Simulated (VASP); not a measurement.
# CoO (R-3m) in VASP: settings compared, part 3 of 3

VASP 6.6.1. Earlier steps stand in the parts before.

## Step 6: Single point, PBE, collinear spin, ferromagnetic start

Contents of INCAR:

```
SYSTEM = CoO
PREC = Accurate ; ENCUT = 700
EDIFF = 1E-6 ; ISMEAR = -1
SIGMA = 0.05 ; LREAL = .False.
LASPH = .True. ; NELM = 200
ALGO = Normal ; ISIF = 2
LWAVE = .False. ; LCHARG = .False.
ISPIN = 2 ; MAGMOM = 2 0
LORBIT = 11 ; LMAXMIX = 4
GGA = PE ; NBANDS = 22
GGA_COMPAT = .False.
```

Contents of KPOINTS:

```
Automatic mesh
0
Gamma
  11 11 11
  0 0 0
```

Contents of POSCAR:

```
CoO
1.0
    1.5054695445      0.8691832468      2.4399269062
   -1.5054695445      0.8691832468      2.4399269062
    0.0000000000     -1.7383664936      2.4399269062
Co O
1 1
Direct
    0.0000000000      0.0000000000      0.0000000000
    0.5000000000      0.5000000000      0.5000000000
```

Potentials or basis: VASP PAW PBE potentials, release 64 (Co_sv, O).

On the command line:

```
$ cat potpaw_PBE.64/Co_sv/POTCAR potpaw_PBE.64/O/POTCAR > POTCAR
$ mpirun -np 1 vasp_std > vasp.out
```

OUTCAR:

```text
SYSTEM = CoO
   PREC = Accurate
   ENCUT = 700
   EDIFF = 1E-6
   ISMEAR = -1
   LREAL = .False.
   LASPH = .True.
   NELM = 200
   ISIF = 2
   ISPIN = 2
   LORBIT = 11
   GGA = PE

 ion  position               nearest neighbor table
   1  0.000  0.000  0.000-   2 2.12   2 2.12   2 2.12   2 2.12   2 2.12   2 2.12
   2  0.500  0.500  0.500-   1 2.12   1 2.12   1 2.12   1 2.12   1 2.12   1 2.12

  LATTYP: Found a trigonal (rhomboedric) cell.
 ALAT       =     2.9958573687
 COS(alpha) =     0.4949531368

  Lattice vectors:

 A1 = (   1.5054695445,   0.8691832468,   2.4399269062)
 A2 = (  -1.5054695445,   0.8691832468,   2.4399269062)
 A3 = (   0.0000000000,  -1.7383664936,   2.4399269062)

Analysis of symmetry for initial positions (statically):
=====================================================================
 Subroutine PRICEL returns:
 Original cell was already a primitive cell.

 Routine SETGRP: Setting up the symmetry group for a
 trigonal (rhombohedral) supercell.

 Subroutine GETGRP returns: Found 12 space group operations
 (whereof 12 operations were pure point group operations)
 out of a pool of 12 trial point group operations.

The static configuration has the point symmetry D_3d.

Analysis of symmetry for dynamics (positions and initial velocities):
=====================================================================
 Subroutine PRICEL returns:
 Original cell was already a primitive cell.

 Routine SETGRP: Setting up the symmetry group for a
 trigonal (rhombohedral) supercell.

 Subroutine GETGRP returns: Found 12 space group operations
 (whereof 12 operations were pure point group operations)
 out of a pool of 12 trial point group operations.

The dynamic configuration has the point symmetry D_3d.

Analysis of structural, dynamic, and magnetic symmetry:
=====================================================================
 Subroutine PRICEL returns:
 Original cell was already a primitive cell.

 Routine SETGRP: Setting up the symmetry group for a
 trigonal (rhombohedral) supercell.

 Subroutine GETGRP returns: Found 12 space group operations
 (whereof 12 operations were pure point group operations)
 out of a pool of 12 trial point group operations.

The overall configuration has the point symmetry D_3d.

 Subroutine INISYM returns: Found 12 space group operations
 (whereof 12 operations are pure point group operations),
 and found     1 'primitive' translations

----------------------------------------------------------------------------------------

                                     Primitive cell

  volume of cell :      19.1563

  direct lattice vectors                    reciprocal lattice vectors
     1.505469544  0.869183247  2.439926906     0.332122295  0.191750896  0.136616114
    -1.505469544  0.869183247  2.439926906    -0.332122295  0.191750896  0.136616114
     0.000000000 -1.738366494  2.439926906     0.000000000 -0.383501793  0.136616114

  length of vectors
     2.995857369  2.995857369  2.995857369     0.407108816  0.407108816  0.407108816

  position of ions in fractional coordinates (direct lattice)
     0.000000000  0.000000000  0.000000000
     0.500000000  0.500000000  0.500000000

  ion indices of the primitive-cell ions
   primitive index   ion index
                 1           1
[... 66 lines left out ...]
   ICHARG =      2    charge: 1-file 2-atom 10-const
   ISPIN  =      2    spin polarized calculation?
   LNONCOLLINEAR =      F non collinear calculations
   LSORBIT =      F    spin-orbit coupling
   LASPH  =      T    aspherical Exc in radial PAW
   ENCUT  =  700.0 eV  51.45 Ry    7.17 a.u.   6.46  6.46  6.46*2*pi/ulx,y,z
   NELM   =    200;   NELMIN=  2; NELMDL= -5     # of ELM steps
   EDIFF  = 0.1E-05   stopping-criterion for ELM
   LREAL  =      F    real-space projection
   EDIFFG = 0.1E-04   stopping-criterion for IOM
   NSW    =      0    number of steps for IOM
   IBRION =     -1    ionic relax: 0-MD 1-quasi-New 2-CG
   NFREE  =      0    steps in history (QN), initial steepest desc. (CG)
   ISIF   =      2    stress and relaxation
   ISYM   =      2    0-nonsym 1-usesym 2-fastsym
   POTIM  = 0.5000    time-step for ionic-motion
   TEBEG  =    0.0;   TEEND  =   0.0 temperature during run
   PSTRESS=    0.0 pullay stress
   NELECT =      23.0000    total number of electrons
   NUPDOWN=      -1.0000    fix difference up-down
   EMIN   =  10.00;   EMAX   =-10.00  energy-range for DOS
   EFERMI =   0.00;   METHOD = LEGACY
   ISMEAR =    -1;   SIGMA  =   0.05  broadening in eV -4-tet -1-fermi 0-gaus
   EFERMI_NEDOS =   21; number of points for ismear=-14 and -15
   IALGO  =     38    algorithm
   IMIX   =      4    mixing-type and parameters
     AMIX     =   0.40;   BMIX     =  1.00
     AMIX_MAG =   1.60;   BMIX_MAG =  1.00
  volume/ion in A,a.u.               =       9.58        64.64
  Fermi-wavevector in a.u.,A,eV,Ry     =   1.739991  3.288106 41.192569  3.027568
  Thomas-Fermi vector in A             =   2.812726
   LORBIT       =     11    0 simple, 1 ext, 2 COOP (PROOUT), +10 PAW based schemes
   GGA     = PE    functional components
   LHFCALC =     F    Hartree Fock is set to
   AEXX    =    0.0000 exact exchange contribution
   IVDW    =     0    specifies the selected vdW correction
   LEPSILON=     F    determine dielectric tensor
   LRPA    =     F    only Hartree local field effects (RPA)
 spin polarized calculation
  energy-cutoff  :      700.00
  volume of cell :       19.16
 maximum number of plane-waves:       845
 NGX is ok and might be reduce to    28
   NGX = 13   NGY = 13   NGZ = 13

 number of electron      23.0000008 magnetization       2.8988766

 Free energy of the ion-electron system (eV)
  ---------------------------------------------------
  ext. energy  EPLUGINS =         0.00000000
  ---------------------------------------------------
  free energy    TOTEN  =       -13.14794879 eV

  energy without entropy =      -13.11414946  energy(sigma->0) =      -13.13104912

 E-fermi :   9.0567     XC(G=0): -12.7433

 val. band max:        9.0556261473   @ k =   0.4545   0.1818   0.1818
 cond. band min:       9.0576571224   @ k =   0.4545   0.2727   0.2727
 fundamental gap:      0.0020309751
 Fermi energy:         9.0566788893

 spin component 1

 k-point     1 :       0.0000    0.0000    0.0000
  band No.  band energies     occupation
      1     -87.8368      1.00000
      2     -51.0927      1.00000
      3     -51.0927      1.00000
      4     -51.0749      1.00000
      5     -11.2654      1.00000
      6       5.7732      1.00000
[... 589 lines left out ...]
     21      36.7490      0.00000
     22      38.5411      0.00000

 [... further k-points ...]

 spin component 2

 k-point     1 :       0.0000    0.0000    0.0000
  band No.  band energies     occupation
      1     -84.7932      1.00000
      2     -48.1176      1.00000
      3     -48.1176      1.00000
      4     -48.1117      1.00000
      5     -10.7766      1.00000
      6       6.3740      1.00000
[... 589 lines left out ...]
     21      37.3374      0.00000
     22      39.1207      0.00000

 [... further k-points ...]

------------------------ aborting loop because EDIFF is reached ----------------------------------------

  FORCE on cell =-STRESS in cart. coord.  units (eV):
  Direction    XX          YY          ZZ          XY          YZ          ZX
  --------------------------------------------------------------------------------------
  -------------------------------------------------------------------------------------
  Total       -0.1095388     -0.1095388     -0.1665366      0.0000000      0.0000000      0.0000000
  in kB       -9.1615120     -9.1615120    -13.9286438      0.0000000      0.0000000      0.0000000
  external PRESSURE =     -10.7505560 kB  Pullay stress =       0.0000000 kB

 VOLUME and BASIS-vectors are now :
 -----------------------------------------------------------------------------
  energy-cutoff  :      700.00
  volume of cell :       19.16
      direct lattice vectors                 reciprocal lattice vectors
     1.505469544  0.869183247  2.439926906     0.332122295  0.191750896  0.136616114
    -1.505469544  0.869183247  2.439926906    -0.332122295  0.191750896  0.136616114
     0.000000000 -1.738366494  2.439926906     0.000000000 -0.383501793  0.136616114

 POSITION                                       TOTAL-FORCE (eV/Angst)
 -----------------------------------------------------------------------------------
      0.00000      0.00000      0.00000         0.000000      0.000000     -0.000000
      0.00000      0.00000      3.65989        -0.000000      0.000000      0.000000
 -----------------------------------------------------------------------------------
    total drift:                                0.000000      0.000000      0.000000

  FREE ENERGIE OF THE ION-ELECTRON SYSTEM (eV)
  ---------------------------------------------------
  free  energy   TOTEN  =       -13.1479487878 eV

  energy  without entropy=      -13.1141494609  energy(sigma->0) =      -13.13104912

 total charge

# of ion       s       p       d       tot
------------------------------------------
    1        2.142   6.063   6.673  14.879
    2        1.552   3.434   0.000   4.985
--------------------------------------------------
tot          3.694   9.497   6.673  19.864

 magnetization (x)

# of ion       s       p       d       tot
------------------------------------------
    1        0.014   0.010   2.481   2.505
    2        0.029   0.261   0.000   0.290
--------------------------------------------------
tot          0.043   0.271   2.481   2.795
```

OSZICAR:

```text
N       E                     dE             d eps       ncg     rms          rms(c)
DAV:   1     0.264553609059E+03    0.26455E+03   -0.14651E+04 16560   0.289E+03
DAV:   2    -0.349685316450E+01   -0.26805E+03   -0.25437E+03 19298   0.719E+02
DAV:   3    -0.155377910797E+02   -0.12041E+02   -0.11904E+02 17982   0.129E+02
DAV:   4    -0.156539078561E+02   -0.11612E+00   -0.11606E+00 15490   0.108E+01
DAV:   5    -0.156580565114E+02   -0.41487E-02   -0.41485E-02 17796   0.226E+00    0.177E+01
DAV:   6    -0.143919291561E+02    0.12661E+01   -0.19300E+01 20740   0.858E+01    0.272E+01
DAV:   7    -0.132009460152E+02    0.11910E+01   -0.66758E+00 18048   0.593E+01    0.848E+00
DAV:   8    -0.131570674479E+02    0.43879E-01   -0.30796E-01 19530   0.712E+00    0.543E+00
DAV:   9    -0.131584559986E+02   -0.13886E-02   -0.13421E-01 24102   0.535E+00    0.288E+00
DAV:  10    -0.131505374851E+02    0.79185E-02   -0.36328E-02 20042   0.358E+00    0.871E-01
DAV:  11    -0.131478342321E+02    0.27033E-02   -0.15579E-02 22194   0.203E+00    0.185E-01
DAV:  12    -0.131479454184E+02   -0.11119E-03   -0.12965E-03 17194   0.397E-01    0.756E-02
DAV:  13    -0.131479510730E+02   -0.56546E-05   -0.11656E-04 18278   0.125E-01    0.403E-02
DAV:  14    -0.131479475591E+02    0.35139E-05   -0.19073E-05 21096   0.565E-02    0.225E-02
DAV:  15    -0.131479487317E+02   -0.11726E-05   -0.49095E-06 16926   0.373E-02    0.931E-03
DAV:  16    -0.131479487878E+02   -0.56112E-07   -0.54375E-07  8812   0.997E-03
   1 F= -.13147949E+02 E0= -.13131049E+02  d E =-.337993E-01  mag=     2.8990
```

Run time: 3.4 min. Hardware: 1 thread of AMD EPYC 7R13 (Zen 3), shared host; peak memory 0.25 GiB.

What came out:

- Free energy: -13.1479 eV
- Pressure: -1.1 GPa
- Net moment: 2.90 μB per cell
- Site moments: Co +2.50; O +0.29 μB
- Valence electrons inside the program's atomic spheres: Co 14.88; O 4.99

Caveat: a cell with one magnetic atom can't hold antiferromagnetic order, which such compounds often take; semilocal functionals often make such compounds metallic where correlation or magnetic order opens a gap, which also shifts bond lengths. With open d or f shells a metallic result of PBE can be an artefact of self-interaction; +U or a hybrid may open a gap.

## Step 7: Overview

| level | potentials or basis | cell | cutoff (eV) | gap on the mesh (eV) | pressure (GPa) | moment (μB) |
| --- | --- | --- | --- | --- | --- | --- |
| PBEsol | VASP PAW PBE potentials, release 64 (Co, O) | a = 2.996 Å, angles 60.3°, 2 atoms | 520 | none | -10.0 | 2.91 |
| PBEsol | VASP PAW PBE potentials, release 64 (Co, O) | a = 3.016 Å, angles 60.3°, 2 atoms | 520 | none | -12.9 | 2.95 |
| PBEsol | VASP PAW PBE potentials, release 64 (Co, O) | a = 3.035 Å, angles 60.3°, 2 atoms | 520 | none | -15.4 | 2.98 |
| PBEsol | VASP PAW PBE potentials, release 64 (Co, O) | a = 3.055 Å, angles 60.3°, 2 atoms | 520 | none | -17.9 | 2.99 |
| PBE | VASP PAW PBE potentials, release 64 (Co_sv, O) | a = 2.996 Å, angles 60.3°, 2 atoms | 700 | none | -1.1 | 2.90 |

Alike in all rows: task single point; spin collinear, ferromagnetic start; k mesh 11 × 11 × 11; smearing fermi-dirac 0.05 eV.

Caveats: a cell with one magnetic atom can't hold antiferromagnetic order, which such compounds often take; semilocal functionals often make such compounds metallic where correlation or magnetic order opens a gap, which also shifts bond lengths; the cell stands under tension (at least some runs); the PAW data sets were made with another functional, which shifts forces and pressure a little (at least some runs).

Total energies depend on the potentials used, so only differences within one code and one set of settings carry meaning.
